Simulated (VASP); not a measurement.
# HfO2 (Fm-3m) in VASP: notebook

The runs below take HfO2 through single point, with PBE.

Program: VASP 6.6.1. These are calculated values, not measurements. Logs are shortened: lines on timing, memory, paths and dates and some standing lists are left out, and cuts for length are marked.

## 1. The cell of the first run

The structure is cubic, space group Fm-3m (No. 225). Conventional cell: a = 4.910 Å, b = 4.910 Å, c = 4.910 Å, α = 90.00°, β = 90.00°, γ = 90.00°. Hf (site symmetry m-3m) has 8 O at 2.13 Å within 2.8 Å. Within 2.8 Å of O (site symmetry -43m) lie 4 Hf at 2.13 Å and 6 O at 2.46 Å.

## 2. Single point, PBE (strain -0.040 along x and y, -0.040 along z)

INCAR reads:

```
PREC     = Accurate       # precision mode
ENCUT    = 520            # plane-wave cutoff, eV
EDIFF    = 1E-7           # SCF threshold, eV
ISMEAR   = 0              # smearing method
SIGMA    = 0.05           # smearing width, eV
LREAL    = F              # projectors in reciprocal space
LASPH    = T              # aspherical terms in the spheres
NELM     = 100            # most SCF steps
ALGO     = Normal         # electronic algorithm
ISIF     = 2              # what is computed and relaxed
LWAVE    = F              # write WAVECAR
LCHARG   = F              # write CHGCAR
GGA      = PE             # functional
NBANDS   = 18             # bands
```

KPOINTS reads:

```
regular mesh
0
Gamma
  8 8 8
```

POSCAR reads:

```
HfO2
1.0
    0.0000000000      2.4552000000      2.4552000000
    2.4552000000      0.0000000000      2.4552000000
    2.4552000000      2.4552000000      0.0000000000
Hf O
1 2
Direct
    0.0000000000      0.0000000000      0.0000000000
    0.2500000000      0.2500000000      0.2500000000
    0.7500000000      0.7500000000      0.7500000000
```

Potentials or basis: VASP PAW PBE potentials, release 64 (Hf_pv, O).

Launch:

```
cat potpaw_PBE.64/Hf_pv/POTCAR potpaw_PBE.64/O/POTCAR > POTCAR
mpirun -np 1 vasp_std > vasp.out
```

OUTCAR:

```text
PREC = Accurate
   ENCUT = 520
   EDIFF = 1E-7
   ISMEAR = 0
   LREAL = F
   LASPH = T
   NELM = 100
   ISIF = 2
   GGA = PE

 ion  position               nearest neighbor table
   1  0.000  0.000  0.000-   3 2.13   3 2.13   3 2.13   2 2.13   3 2.13   2 2.13   2 2.13   2 2.13

   2  0.250  0.250  0.250-   1 2.13   1 2.13   1 2.13   1 2.13
   3  0.750  0.750  0.750-   1 2.13   1 2.13   1 2.13   1 2.13

  LATTYP: Found a face centered cubic cell.
 ALAT       =     4.9104000000

  Lattice vectors:

 A1 = (   0.0000000000,   2.4552000000,   2.4552000000)
 A2 = (   2.4552000000,   0.0000000000,   2.4552000000)
 A3 = (   2.4552000000,   2.4552000000,   0.0000000000)

Analysis of symmetry for initial positions (statically):
=====================================================================
 Subroutine PRICEL returns:
 Original cell was already a primitive cell.

 Routine SETGRP: Setting up the symmetry group for a
 face centered cubic supercell.

 Subroutine GETGRP returns: Found 48 space group operations
 (whereof 48 operations were pure point group operations)
 out of a pool of 48 trial point group operations.

The static configuration has the point symmetry O_h .

Analysis of symmetry for dynamics (positions and initial velocities):
=====================================================================
 Subroutine PRICEL returns:
 Original cell was already a primitive cell.

 Routine SETGRP: Setting up the symmetry group for a
 face centered cubic supercell.

 Subroutine GETGRP returns: Found 48 space group operations
 (whereof 48 operations were pure point group operations)
 out of a pool of 48 trial point group operations.

The dynamic configuration has the point symmetry O_h .

 Subroutine INISYM returns: Found 48 space group operations
 (whereof 48 operations are pure point group operations),
 and found     1 'primitive' translations

----------------------------------------------------------------------------------------

                                     Primitive cell

  volume of cell :      29.5999

  direct lattice vectors                    reciprocal lattice vectors
     0.000000000  2.455200000  2.455200000    -0.203649397  0.203649397  0.203649397
     2.455200000  0.000000000  2.455200000     0.203649397 -0.203649397  0.203649397
[... 80 lines left out ...]
   ICHARG =      2    charge: 1-file 2-atom 10-const
   ISPIN  =      1    spin polarized calculation?
   LNONCOLLINEAR =      F non collinear calculations
   LSORBIT =      F    spin-orbit coupling
   LASPH  =      T    aspherical Exc in radial PAW
   ENCUT  =  520.0 eV  38.22 Ry    6.18 a.u.   6.46  6.46  6.46*2*pi/ulx,y,z
   NELM   =    100;   NELMIN=  2; NELMDL= -5     # of ELM steps
   EDIFF  = 0.1E-06   stopping-criterion for ELM
   LREAL  =      F    real-space projection
   EDIFFG = 0.1E-05   stopping-criterion for IOM
   NSW    =      0    number of steps for IOM
   IBRION =     -1    ionic relax: 0-MD 1-quasi-New 2-CG
   NFREE  =      0    steps in history (QN), initial steepest desc. (CG)
   ISIF   =      2    stress and relaxation
   ISYM   =      2    0-nonsym 1-usesym 2-fastsym
   POTIM  = 0.5000    time-step for ionic-motion
   TEBEG  =    0.0;   TEEND  =   0.0 temperature during run
   PSTRESS=    0.0 pullay stress
   NELECT =      22.0000    total number of electrons
   NUPDOWN=      -1.0000    fix difference up-down
   EMIN   =  10.00;   EMAX   =-10.00  energy-range for DOS
   EFERMI =   0.00;   METHOD = LEGACY
   ISMEAR =     0;   SIGMA  =   0.05  broadening in eV -4-tet -1-fermi 0-gaus
   EFERMI_NEDOS =   21; number of points for ismear=-14 and -15
   IALGO  =     38    algorithm
   IMIX   =      4    mixing-type and parameters
     AMIX     =   0.40;   BMIX     =  1.00
     AMIX_MAG =   1.60;   BMIX_MAG =  1.00
  volume/ion in A,a.u.               =       9.87        66.58
  Fermi-wavevector in a.u.,A,eV,Ry     =   1.482924  2.802320 29.920071  2.199063
  Thomas-Fermi vector in A             =   2.596649
   LORBIT       =      0    0 simple, 1 ext, 2 COOP (PROOUT), +10 PAW based schemes
   GGA     = PE    functional components
   LHFCALC =     F    Hartree Fock is set to
   AEXX    =    0.0000 exact exchange contribution
   IVDW    =     0    specifies the selected vdW correction
   LEPSILON=     F    determine dielectric tensor
   LRPA    =     F    only Hartree local field effects (RPA)
 non-spin polarized calculation
 Gauss-broadening in eV      SIGMA  =   0.05
  energy-cutoff  :      520.00
  volume of cell :       29.60
 maximum number of plane-waves:       821
 NGX is ok and might be reduce to    28
   NGX = 13   NGY = 13   NGZ = 13

 number of electron      22.0000010 magnetization

 Free energy of the ion-electron system (eV)
  ---------------------------------------------------
  ext. energy  EPLUGINS =         0.00000000
  ---------------------------------------------------
  free energy    TOTEN  =       -29.98124441 eV

  energy without entropy =      -29.98124441  energy(sigma->0) =      -29.98124441

 E-fermi :   5.3903     XC(G=0): -12.3612

 val. band max:        5.1340794454   @ k =   0.5000   0.5000   0.0000
 cond. band min:       9.1932918501   @ k =   0.5000   0.5000   0.0000
 fundamental gap:      4.0592124048
 Fermi energy:         5.3902717658

 k-point     1 :       0.0000    0.0000    0.0000
  band No.  band energies     occupation
      1     -24.1204      2.00000
      2     -24.1204      2.00000
      3     -24.1204      2.00000
      4     -14.2195      2.00000
      5     -10.6869      2.00000
      6      -0.8293      2.00000
[... 481 lines left out ...]
      5     -11.5878      2.00000
      6      -0.1786      2.00000
[... 10 lines left out ...]
     17      16.7667      0.00000
     18      19.1401      0.00000

 [... further k-points ...]
[... 5 lines left out ...]
  --------------------------------------------------------------------------------------
  -------------------------------------------------------------------------------------
  Total        5.5864827      5.5864827      5.5864827      0.0000000      0.0000000     -0.0000000
  in kB      302.3837298    302.3837298    302.3837298      0.0000000      0.0000000     -0.0000000
  external PRESSURE =     302.3837298 kB  Pullay stress =       0.0000000 kB

 VOLUME and BASIS-vectors are now :
 -----------------------------------------------------------------------------
  energy-cutoff  :      520.00
  volume of cell :       29.60
      direct lattice vectors                 reciprocal lattice vectors
     0.000000000  2.455200000  2.455200000    -0.203649397  0.203649397  0.203649397
     2.455200000  0.000000000  2.455200000     0.203649397 -0.203649397  0.203649397
     2.455200000  2.455200000  0.000000000     0.203649397  0.203649397 -0.203649397

 POSITION                                       TOTAL-FORCE (eV/Angst)
 -----------------------------------------------------------------------------------
      0.00000      0.00000      0.00000         0.000000      0.000000      0.000000
      1.22760      1.22760      1.22760        -0.000000     -0.000000     -0.000000
      3.68280      3.68280      3.68280         0.000000      0.000000      0.000000
 -----------------------------------------------------------------------------------
    total drift:                                0.000000      0.000000      0.000000

  FREE ENERGIE OF THE ION-ELECTRON SYSTEM (eV)
  ---------------------------------------------------
  free  energy   TOTEN  =       -29.9812444088 eV

  energy  without entropy=      -29.9812444088  energy(sigma->0) =      -29.98124441
```

OSZICAR:

```text
N       E                     dE             d eps       ncg     rms          rms(c)
DAV:   1     0.921815931272E+02    0.92182E+02   -0.12784E+04  1044   0.123E+03
DAV:   2    -0.319242466845E+02   -0.12411E+03   -0.12012E+03  1334   0.293E+02
DAV:   3    -0.356047208922E+02   -0.36805E+01   -0.36697E+01  1206   0.444E+01
DAV:   4    -0.356244072389E+02   -0.19686E-01   -0.19683E-01  1306   0.358E+00
DAV:   5    -0.356245065835E+02   -0.99345E-04   -0.99343E-04  1176   0.240E-01    0.590E+01
DAV:   6    -0.300588022922E+02    0.55657E+01   -0.18639E+01  1074   0.331E+01    0.484E+01
DAV:   7    -0.300023147383E+02    0.56488E-01   -0.63292E-01  1212   0.659E+00    0.309E+01
DAV:   8    -0.299929321330E+02    0.93826E-02   -0.15222E-01  1190   0.372E+00    0.807E+00
DAV:   9    -0.299812398351E+02    0.11692E-01   -0.44914E-02  1168   0.166E+00    0.241E+00
DAV:  10    -0.299811924134E+02    0.47422E-04   -0.27954E-03  1134   0.419E-01    0.174E-01
DAV:  11    -0.299812394127E+02   -0.46999E-04   -0.13871E-04  1174   0.105E-01    0.212E-01
DAV:  12    -0.299812433055E+02   -0.38928E-05   -0.28097E-05  1132   0.370E-02    0.299E-02
DAV:  13    -0.299812442170E+02   -0.91149E-06   -0.14360E-06  1236   0.973E-03    0.458E-03
DAV:  14    -0.299812444425E+02   -0.22555E-06   -0.77824E-08   966   0.225E-03    0.486E-03
DAV:  15    -0.299812444088E+02    0.33764E-07   -0.90695E-09   754   0.807E-04
   1 F= -.29981244E+02 E0= -.29981244E+02  d E =-.655187E-15
```

It took 8.7 s on 1 thread of Intel Xeon 6975P-C (Granite Rapids), shared host; peak memory 0.16 GiB.

Results:

```yaml
Free_energy: -29.9812 eV
Pressure: 30.2 GPa
Band_gap_on_the_k_mesh: 4.06 eV, direct
```

Levels at points of the mesh, in eV from the valence-band top:
```tsv
k point	band 9	band 10	band 11	band 12	band 13	band 14
(0.00, 0.00, 0.00)	-0.66	-0.66	-0.66	4.10	4.10	6.61
(0.50, 0.00, 0.00)	-2.94	-1.94	-1.94	4.96	4.96	7.94
(0.50, 0.50, 0.00)	-1.70	-1.70	0.00	4.06	6.02	7.56
```

Caveat: the cell differs from its parent crystal (strain -0.040 along x and y, -0.040 along z); spin-orbit coupling is left out, which moves the levels of the heavy elements. A k mesh can miss the band edges.

## 3. Single point, PBE (strain +0.040 along x and y, +0.040 along z)

INCAR reads:

```
SYSTEM = HfO2
ALGO     = Normal         ! electronic algorithm
EDIFF    = 1E-6           ! SCF threshold, eV
ENCUT    = 520            ! plane-wave cutoff, eV
GGA      = PE             ! functional
ISIF     = 2              ! what is computed and relaxed
ISMEAR   = 0              ! smearing method
LASPH    = .True.         ! aspherical terms in the spheres
LCHARG   = .False.        ! write CHGCAR
LREAL    = .False.        ! projectors in reciprocal space
LWAVE    = .False.        ! write WAVECAR
NBANDS   = 18             ! bands
NELM     = 60             ! most SCF steps
PREC     = Accurate       ! precision mode
SIGMA    = 0.05           ! smearing width, eV
```

KPOINTS reads:

```
k-points
0
Gamma
  8 8 8
  0 0 0
```

POSCAR reads:

```
HfO2
1.0
    0.0000000000      2.6598000000      2.6598000000
    2.6598000000      0.0000000000      2.6598000000
    2.6598000000      2.6598000000      0.0000000000
Hf O
1 2
Direct
    0.0000000000      0.0000000000      0.0000000000
    0.2500000000      0.2500000000      0.2500000000
    0.7500000000      0.7500000000      0.7500000000
```

Potentials or basis: VASP PAW PBE potentials, release 64 (Hf_pv, O).

Launch:

```
cat potpaw_PBE.64/Hf_pv/POTCAR potpaw_PBE.64/O/POTCAR > POTCAR
mpirun -np 1 vasp_std > vasp.out
```

It took 7.9 s on 1 thread of Intel Xeon 6975P-C (Granite Rapids), shared host; peak memory 0.16 GiB.

It converged, with:

* Free energy: -29.7848 eV
* Pressure: -26.5 GPa
* Band gap on the k mesh: 3.40 eV, direct

Levels at points of the mesh, in eV from the valence-band top:
| k point | band 8 | band 9 | band 10 | band 11 | band 12 | band 13 | band 14 | band 15 |
| --- | --- | --- | --- | --- | --- | --- | --- | --- |
| (0.00, 0.00, 0.00) | -4.52 | -0.54 | -0.54 | -0.54 | 3.50 | 3.50 | 4.70 | 8.71 |
| (0.50, 0.00, 0.00) | -2.83 | -2.41 | -1.65 | -1.65 | 4.06 | 4.06 | 5.70 | 7.90 |
| (0.50, 0.50, 0.00) | -3.11 | -1.31 | -1.31 | 0.00 | 3.40 | 4.74 | 5.40 | 6.93 |

Caveat: the cell differs from its parent crystal (strain +0.040 along x and y, +0.040 along z); spin-orbit coupling is left out, which moves the levels of the heavy elements.
